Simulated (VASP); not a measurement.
# Ti (P6_3/mmc) in VASP: a series of runs

The runs below take Ti through single point, with BLYP.

Everything below comes from runs of VASP 6.6.1. Logs are shortened: lines on timing, memory, paths and dates and some standing lists are left out, and cuts for length are marked.

### 1 The cell of the first run

Symmetry: P6_3/mmc, No. 194, hexagonal system. The conventional cell has a = 3.033 Å, b = 3.033 Å, c = 9.705 Å, α = 90.00°, β = 90.00°, γ = 120.00°. Ti (site symmetry -3m) has 12 Ti at 2.99 to 3.03 Å within 3.9 Å. Ti (site symmetry -6m2) has 12 Ti at 2.99 to 3.03 Å within 3.9 Å.

### 2 Single point, BLYP (19.33 Å³/atom)

The input, INCAR:

```
  PREC = Accurate
  ENCUT = 520
  EDIFF = 1E-7
  ISMEAR = -1
  SIGMA = 0.1
  LREAL = F
  LASPH = T
  NELM = 60
  ALGO = Normal
  ISIF = 2
  LWAVE = F
  LCHARG = T
  GGA = B5
  ALDAX = 1.0
  AGGAX = 1.0
  AGGAC = 1.0
  ALDAC = 0.0
  LELF = T
  LVHAR = T
  NBANDS = 32
```

The input, KPOINTS:

```
regular mesh
0
Gamma
  14 14 4
```

The input, POSCAR:

```
Ti
1.0
    3.0331681048      0.0000000000      0.0000000000
   -1.5165840524      2.6268006327      0.0000000000
    0.0000000000      0.0000000000      9.7050228020
Ti
4
Direct
    1.0000000000      0.0000000000      0.0000000000
    1.0000000000      1.0000000000      0.5000000000
    0.3333333333      0.6666666667      0.2500000000
    0.6666666667      0.3333333333      0.7500000000
```

Potentials or basis: VASP PAW PBE potentials, release 64 (Ti_sv).

The run is started by

```console
> cat potpaw_PBE.64/Ti_sv/POTCAR > POTCAR
> mpirun -np 1 vasp_std > vasp.out
```

OUTCAR:

```text
PREC = Accurate
   ENCUT = 520
   EDIFF = 1E-7
   ISMEAR = -1
   LREAL = F
   LASPH = T
   NELM = 60
   ISIF = 2
   GGA = B5

 ion  position               nearest neighbor table
   1  0.000  0.000  0.000-
   2  0.000  0.000  0.500-
   3  0.333  0.667  0.250-
   4  0.667  0.333  0.750-

  LATTYP: Found a hexagonal cell.
 ALAT       =     3.0331681048
 C/A-ratio  =     3.1996323536

  Lattice vectors:

 A1 = (   3.0331681048,   0.0000000000,   0.0000000000)
 A2 = (  -1.5165840524,   2.6268006327,   0.0000000000)
 A3 = (   0.0000000000,   0.0000000000,   9.7050228020)

Analysis of symmetry for initial positions (statically):
=====================================================================
 Subroutine PRICEL returns:
 Original cell was already a primitive cell.

 Routine SETGRP: Setting up the symmetry group for a
 hexagonal supercell.

 Subroutine GETGRP returns: Found 24 space group operations
 (whereof 12 operations were pure point group operations)
 out of a pool of 24 trial point group operations.

The static configuration has the point symmetry D_3d.
 The point group associated with its full space group is D_6h.

Analysis of symmetry for dynamics (positions and initial velocities):
=====================================================================
 Subroutine PRICEL returns:
 Original cell was already a primitive cell.

 Routine SETGRP: Setting up the symmetry group for a
 hexagonal supercell.

 Subroutine GETGRP returns: Found 24 space group operations
 (whereof 12 operations were pure point group operations)
 out of a pool of 24 trial point group operations.

The dynamic configuration has the point symmetry D_3d.
 The point group associated with its full space group is D_6h.

 Subroutine INISYM returns: Found 24 space group operations
 (whereof 12 operations are pure point group operations),
 and found     1 'primitive' translations

----------------------------------------------------------------------------------------

                                     Primitive cell

  volume of cell :      77.3250

  direct lattice vectors                    reciprocal lattice vectors
     3.033168105  0.000000000  0.000000000     0.329688288  0.190345622  0.000000000
    -1.516584052  2.626800633  0.000000000     0.000000000  0.380691244  0.000000000
     0.000000000  0.000000000  9.705022802     0.000000000  0.000000000  0.103039428

  length of vectors
     3.033168105  3.033168105  9.705022802     0.380691244  0.380691244  0.103039428

  position of ions in fractional coordinates (direct lattice)
     0.000000000  0.000000000  0.000000000
     0.000000000  0.000000000  0.500000000
     0.333333333  0.666666667  0.250000000
     0.666666667  0.333333333  0.750000000

  ion indices of the primitive-cell ions
   primitive index   ion index
                 1           1
                 2           2
                 3           3
                 4           4

----------------------------------------------------------------------------------------

 KPOINTS: regular mesh

Automatic generation of k-mesh.
 Grid dimensions read from file:
 generate k-points for:   14   14    4

 Generating k-lattice:

  Cartesian coordinates                     Fractional coordinates (reciprocal lattice)
     0.023549163  0.013596116  0.000000000     0.071428571  0.000000000  0.000000000
     0.000000000  0.027192232  0.000000000     0.000000000  0.071428571  0.000000000
     0.000000000  0.000000000  0.025759857     0.000000000  0.000000000  0.250000000

  Length of vectors
     0.027192232  0.027192232  0.025759857

  Shift w.r.t. Gamma in fractional coordinates (k-lattice)
     0.000000000  0.000000000  0.000000000

 Subroutine IBZKPT returns following result:
 ===========================================

 Found     72 irreducible k-points:

 Following reciprocal coordinates:
            Coordinates               Weight
  0.000000  0.000000  0.000000      1.000000
  0.071429 -0.000000  0.000000      6.000000
  0.142857  0.000000  0.000000      6.000000
  0.214286  0.000000  0.000000      6.000000
  0.285714 -0.000000  0.000000      6.000000
  0.357143  0.000000  0.000000      6.000000
[... 16 lines left out ...]
  0.285714  0.285714  0.000000      6.000000
  0.357143  0.285714  0.000000      6.000000
 [... further k-points ...]
   k-points           NKPTS =     72   k-points in BZ     NKDIM =     72   number of bands    NBANDS=     32
   number of dos      NEDOS =    301   number of ions     NIONS =      4
   total plane-waves  NPLWV =  41472
   dimension x,y,z NGX =    24 NGY =   24 NGZ =   72
   dimension x,y,z NGXF=    48 NGYF=   48 NGZF=  144
   ions per type =               4
   NGX,Y,Z   is equivalent  to a cutoff of  13.15, 13.15, 12.33 a.u.
   NGXF,Y,Z  is equivalent  to a cutoff of  26.31, 26.31, 24.67 a.u.
 SYSTEM =  unknown system
   PREC   = accura    normal or accurate (medium, high low for compatibility)
   ISTART =      0    job   : 0-new  1-cont  2-samecut
   ICHARG =      2    charge: 1-file 2-atom 10-const
   ISPIN  =      1    spin polarized calculation?
   LNONCOLLINEAR =      F non collinear calculations
   LSORBIT =      F    spin-orbit coupling
   LASPH  =      T    aspherical Exc in radial PAW
   ENCUT  =  520.0 eV  38.22 Ry    6.18 a.u.   5.64  5.64 18.04*2*pi/ulx,y,z
   NELM   =     60;   NELMIN=  2; NELMDL= -5     # of ELM steps
   EDIFF  = 0.1E-06   stopping-criterion for ELM
   LREAL  =      F    real-space projection
   EDIFFG = 0.1E-05   stopping-criterion for IOM
   NSW    =      0    number of steps for IOM
   IBRION =     -1    ionic relax: 0-MD 1-quasi-New 2-CG
   NFREE  =      0    steps in history (QN), initial steepest desc. (CG)
   ISIF   =      2    stress and relaxation
   ISYM   =      2    0-nonsym 1-usesym 2-fastsym
   POTIM  = 0.5000    time-step for ionic-motion
   TEBEG  =    0.0;   TEEND  =   0.0 temperature during run
   PSTRESS=    0.0 pullay stress
   NELECT =      48.0000    total number of electrons
   NUPDOWN=      -1.0000    fix difference up-down
   EMIN   =  10.00;   EMAX   =-10.00  energy-range for DOS
   EFERMI =   0.00;   METHOD = LEGACY
   ISMEAR =    -1;   SIGMA  =   0.10  broadening in eV -4-tet -1-fermi 0-gaus
   EFERMI_NEDOS =   21; number of points for ismear=-14 and -15
   IALGO  =     38    algorithm
   IMIX   =      4    mixing-type and parameters
     AMIX     =   0.40;   BMIX     =  1.00
     AMIX_MAG =   1.60;   BMIX_MAG =  1.00
  volume/ion in A,a.u.               =      19.33       130.45
  Fermi-wavevector in a.u.,A,eV,Ry     =   1.396524  2.639048 26.535175  1.950280
  Thomas-Fermi vector in A             =   2.519870
   LORBIT       =      0    0 simple, 1 ext, 2 COOP (PROOUT), +10 PAW based schemes
   GGA     = B5    functional components
   LHFCALC =     F    Hartree Fock is set to
   AEXX    =    0.0000 exact exchange contribution
   IVDW    =     0    specifies the selected vdW correction
   LEPSILON=     F    determine dielectric tensor
   LRPA    =     F    only Hartree local field effects (RPA)
 non-spin polarized calculation
  energy-cutoff  :      520.00
  volume of cell :       77.33
 maximum number of plane-waves:      2125
 NGX is ok and might be reduce to    24
   NGX = 11   NGY = 11   NGZ = 37

 number of electron      48.0000010 magnetization

 Free energy of the ion-electron system (eV)
  ---------------------------------------------------
  ext. energy  EPLUGINS =         0.00000000
  ---------------------------------------------------
  free energy    TOTEN  =       -26.88674173 eV

  energy without entropy =      -26.64418311  energy(sigma->0) =      -26.76546242

 E-fermi :   7.6086     XC(G=0): -10.4786

 val. band max:        7.6035850386   @ k =   0.0714  -0.0000   0.0000
 cond. band min:       7.6090155043   @ k =   0.4286   0.1429   0.2500
 fundamental gap:      0.0054304657
 Fermi energy:         7.6086490200

 k-point     1 :       0.0000    0.0000    0.0000
  band No.  band energies     occupation
      1     -49.0959      2.00000
      2     -49.0575      2.00000
      3     -49.0473      2.00000
      4     -49.0086      2.00000
      5     -25.7206      2.00000
      6     -25.4963      2.00000
[... 24 lines left out ...]
     31       8.6197      0.00008
     32       8.6197      0.00008

 k-point     2 :       0.0714   -0.0000    0.0000
  band No.  band energies     occupation
      1     -49.0926      2.00000
      2     -49.0551      2.00000
      3     -49.0449      2.00000
      4     -49.0071      2.00000
      5     -25.7127      2.00000
      6     -25.4988      2.00000
[... 24 lines left out ...]
     31       8.6458      0.00006
     32       8.6955      0.00004

 k-point     3 :       0.1429    0.0000    0.0000
  band No.  band energies     occupation
      1     -49.0830      2.00000
      2     -49.0484      2.00000
      3     -49.0382      2.00000
      4     -49.0032      2.00000
      5     -25.6901      2.00000
      6     -25.5097      2.00000
[... 24 lines left out ...]
     31       8.8350      0.00001
     32       8.9140      0.00000

 k-point     4 :       0.2143    0.0000    0.0000
  band No.  band energies     occupation
      1     -49.0688      2.00000
      2     -49.0386      2.00000
      3     -49.0284      2.00000
      4     -48.9980      2.00000
      5     -25.6557      2.00000
      6     -25.5381      2.00000
[... 24 lines left out ...]
     31       9.0275      0.00000
     32       9.0921      0.00000

 k-point     5 :       0.2857   -0.0000    0.0000
  band No.  band energies     occupation
      1     -49.0522      2.00000
      2     -49.0277      2.00000
      3     -49.0176      2.00000
      4     -48.9929      2.00000
      5     -25.6175      2.00000
      6     -25.5871      2.00000
[... 584 lines left out ...]
     31       9.6163      0.00000
     32       9.7717      0.00000

 k-point    22 :       0.3571    0.2143    0.0000
  band No.  band energies     occupation
      1     -49.0101      2.00000
      2     -49.0049      2.00000
      3     -48.9949      2.00000
      4     -48.9896      2.00000
      5     -25.6519      2.00000
      6     -25.6052      2.00000
[... 24 lines left out ...]
     31       9.5316      0.00000
     32      10.1130      0.00000

 k-point    23 :       0.2857    0.2857    0.0000
  band No.  band energies     occupation
      1     -49.0087      2.00000
      2     -49.0043      2.00000
      3     -48.9943      2.00000
      4     -48.9900      2.00000
      5     -25.6351      2.00000
      6     -25.5828      2.00000
[... 24 lines left out ...]
     31       9.7204      0.00000
     32       9.8799      0.00000

 k-point    24 :       0.3571    0.2857    0.0000
  band No.  band energies     occupation
      1     -49.0039      2.00000
      2     -49.0028      2.00000
      3     -48.9928      2.00000
      4     -48.9917      2.00000
      5     -25.6296      2.00000
      6     -25.5708      2.00000
[... 24 lines left out ...]
     31       9.7178      0.00000
     32       9.9394      0.00000

 [... further k-points ...]

------------------------ aborting loop because EDIFF is reached ----------------------------------------

  FORCE on cell =-STRESS in cart. coord.  units (eV):
  Direction    XX          YY          ZZ          XY          YZ          ZX
  --------------------------------------------------------------------------------------
  -------------------------------------------------------------------------------------
  Total       -3.2724686     -3.2724686     -3.3175246      0.0000000      0.0000000      0.0000000
  in kB      -67.8056560    -67.8056560    -68.7392172      0.0000000      0.0000000      0.0000000
  external PRESSURE =     -68.1168431 kB  Pullay stress =       0.0000000 kB

 VOLUME and BASIS-vectors are now :
 -----------------------------------------------------------------------------
  energy-cutoff  :      520.00
  volume of cell :       77.33
      direct lattice vectors                 reciprocal lattice vectors
     3.033168105  0.000000000  0.000000000     0.329688288  0.190345622  0.000000000
    -1.516584052  2.626800633  0.000000000     0.000000000  0.380691244  0.000000000
     0.000000000  0.000000000  9.705022802     0.000000000  0.000000000  0.103039428

 POSITION                                       TOTAL-FORCE (eV/Angst)
 -----------------------------------------------------------------------------------
      0.00000      0.00000      0.00000         0.000000      0.000000      0.000000
      0.00000      0.00000      4.85251         0.000000      0.000000      0.000000
     -0.00000      1.75120      2.42626        -0.000000      0.000000      0.000000
      1.51658      0.87560      7.27877         0.000000      0.000000     -0.000000
 -----------------------------------------------------------------------------------
    total drift:                               -0.000000      0.000000      0.000000

  FREE ENERGIE OF THE ION-ELECTRON SYSTEM (eV)
  ---------------------------------------------------
  free  energy   TOTEN  =       -26.8867417283 eV

  energy  without entropy=      -26.6441831115  energy(sigma->0) =      -26.76546242
```

Wall time 94 s (1 thread of Intel Xeon 6975P-C (Granite Rapids), shared host); peak memory 0.27 GiB.

Results:

```yaml
Free_energy: -26.8867 eV
Pressure: -6.8 GPa
Band_gap_on_the_k_mesh: zero (bands 24 and 25 overlap by 0.96 eV)
```

Caveat: the cell stands under tension; the PAW data sets were made with another functional, which shifts forces and pressure a little.

### 3 Single point, BLYP (20.05 Å³/atom)

This run uses another cell than the first one, of 20.05 Å³/atom.

The input, INCAR:

```
SYSTEM = Ti
PREC = Accurate
ENCUT = 520
EDIFF = 1E-7
ISMEAR = -1
SIGMA = 0.1
LREAL = .False.
LASPH = .True.
NELM = 80
ALGO = Normal
ISIF = 2
LWAVE = .False.
LCHARG = .True.
GGA = B5
ALDAX = 1.0
AGGAX = 1.0
AGGAC = 1.0
ALDAC = 0.0
LELF = .True.
LVHAR = .True.
NBANDS = 32
```

The input, KPOINTS:

```
Automatic mesh
0
Gamma
  14 14 4
  0 0 0
```

The input, POSCAR:

```
Ti
1.0
    3.0701616056      0.0000000000      0.0000000000
   -1.5350808028      2.6588379442      0.0000000000
    0.0000000000      0.0000000000      9.8233884041
Ti
4
Direct
    1.0000000000      0.0000000000      0.0000000000
    1.0000000000      1.0000000000      0.5000000000
    0.3333333333      0.6666666667      0.2500000000
    0.6666666667      0.3333333333      0.7500000000
```

Potentials or basis: VASP PAW PBE potentials, release 64 (Ti_sv).

The run is started by

```console
> cat potpaw_PBE.64/Ti_sv/POTCAR > POTCAR
> mpirun -np 1 vasp_std > vasp.out
```

OUTCAR:

```text
SYSTEM = Ti
   PREC = Accurate
   ENCUT = 520
   EDIFF = 1E-7
   ISMEAR = -1
   LREAL = .False.
   LASPH = .True.
   NELM = 80
   ISIF = 2
   GGA = B5

 ion  position               nearest neighbor table
   1  0.000  0.000  0.000-
   2  0.000  0.000  0.500-
   3  0.333  0.667  0.250-
   4  0.667  0.333  0.750-

  LATTYP: Found a hexagonal cell.
 ALAT       =     3.0701616056
 C/A-ratio  =     3.1996323536

  Lattice vectors:

 A1 = (   3.0701616056,   0.0000000000,   0.0000000000)
 A2 = (  -1.5350808028,   2.6588379442,   0.0000000000)
 A3 = (   0.0000000000,   0.0000000000,   9.8233884041)

Analysis of symmetry for initial positions (statically):
=====================================================================
 Subroutine PRICEL returns:
 Original cell was already a primitive cell.

 Routine SETGRP: Setting up the symmetry group for a
 hexagonal supercell.

 Subroutine GETGRP returns: Found 24 space group operations
 (whereof 12 operations were pure point group operations)
[... 163 lines left out ...]
  ---------------------------------------------------
  ext. energy  EPLUGINS =         0.00000000
  ---------------------------------------------------
  free energy    TOTEN  =       -26.74290569 eV

  energy without entropy =      -26.49162161  energy(sigma->0) =      -26.61726365

 E-fermi :   7.2590     XC(G=0): -10.3175

 val. band max:        7.2522316459   @ k =   0.2857   0.2143   0.2500
 cond. band min:       7.2603179016   @ k =   0.0714   0.0000   0.0000
 fundamental gap:      0.0080862557
 Fermi energy:         7.2589888140

 k-point     1 :       0.0000    0.0000    0.0000
  band No.  band energies     occupation
      1     -49.5034      2.00000
      2     -49.4707      2.00000
      3     -49.4612      2.00000
      4     -49.4284      2.00000
      5     -26.0994      2.00000
      6     -25.9027      2.00000
[... 829 lines left out ...]
     31       9.2784      0.00000
     32       9.4887      0.00000

 [... further k-points ...]
[... 5 lines left out ...]
  --------------------------------------------------------------------------------------
  -------------------------------------------------------------------------------------
  Total       -4.6625278     -4.6625278     -4.7205911     -0.0000000     -0.0000000     -0.0000000
  in kB      -93.1574515    -93.1574515    -94.3175572     -0.0000000     -0.0000000     -0.0000000
  external PRESSURE =     -93.5441534 kB  Pullay stress =       0.0000000 kB

 VOLUME and BASIS-vectors are now :
 -----------------------------------------------------------------------------
  energy-cutoff  :      520.00
  volume of cell :       80.19
      direct lattice vectors                 reciprocal lattice vectors
     3.070161606  0.000000000  0.000000000     0.325715753  0.188052078  0.000000000
    -1.535080803  2.658837944  0.000000000     0.000000000  0.376104156  0.000000000
     0.000000000  0.000000000  9.823388404     0.000000000  0.000000000  0.101797868

 POSITION                                       TOTAL-FORCE (eV/Angst)
 -----------------------------------------------------------------------------------
      0.00000      0.00000      0.00000        -0.000000      0.000000      0.000000
      0.00000      0.00000      4.91169        -0.000000      0.000000      0.000000
     -0.00000      1.77256      2.45585        -0.000000      0.000000      0.000000
      1.53508      0.88628      7.36754         0.000000      0.000000     -0.000000
 -----------------------------------------------------------------------------------
    total drift:                               -0.000000      0.000000     -0.000000

  FREE ENERGIE OF THE ION-ELECTRON SYSTEM (eV)
  ---------------------------------------------------
  free  energy   TOTEN  =       -26.7429056934 eV

  energy  without entropy=      -26.4916216094  energy(sigma->0) =      -26.61726365
```

OSZICAR:

```text
N       E                     dE             d eps       ncg     rms          rms(c)
DAV:   1     0.614773936314E+03    0.61477E+03   -0.24469E+04  4608   0.181E+03
DAV:   2     0.436389585676E+02   -0.57113E+03   -0.55900E+03  4688   0.546E+02
DAV:   3    -0.234324950059E+02   -0.67071E+02   -0.64120E+02  7456   0.160E+02
[... 11 lines left out ...]
DAV:  15    -0.267429063008E+02    0.46489E-05   -0.28793E-06  6224   0.136E-02    0.511E-03
DAV:  16    -0.267429054412E+02    0.85958E-06   -0.14397E-06  6280   0.144E-02    0.134E-03
DAV:  17    -0.267429056216E+02   -0.18040E-06   -0.18234E-07  4296   0.513E-03    0.404E-04
DAV:  18    -0.267429057338E+02   -0.11219E-06   -0.32353E-08  3632   0.151E-03    0.168E-04
DAV:  19    -0.267429056934E+02    0.40436E-07   -0.11874E-08  3432   0.843E-04
   1 F= -.26742906E+02 E0= -.26617264E+02  d E =-.251284E+00
```

Run time: 1.8 min. Hardware: 1 thread of Intel Xeon 6975P-C (Granite Rapids), shared host; peak memory 0.28 GiB.

What came out:

| Item | Value |
| --- | --- |
| Free energy | -26.7429 eV |
| Pressure | -9.4 GPa |
| Band gap on the k mesh | zero (bands 24 and 25 overlap by 0.92 eV) |

Caveat: the cell stands under tension; the PAW data sets were made with another functional, which shifts forces and pressure a little.
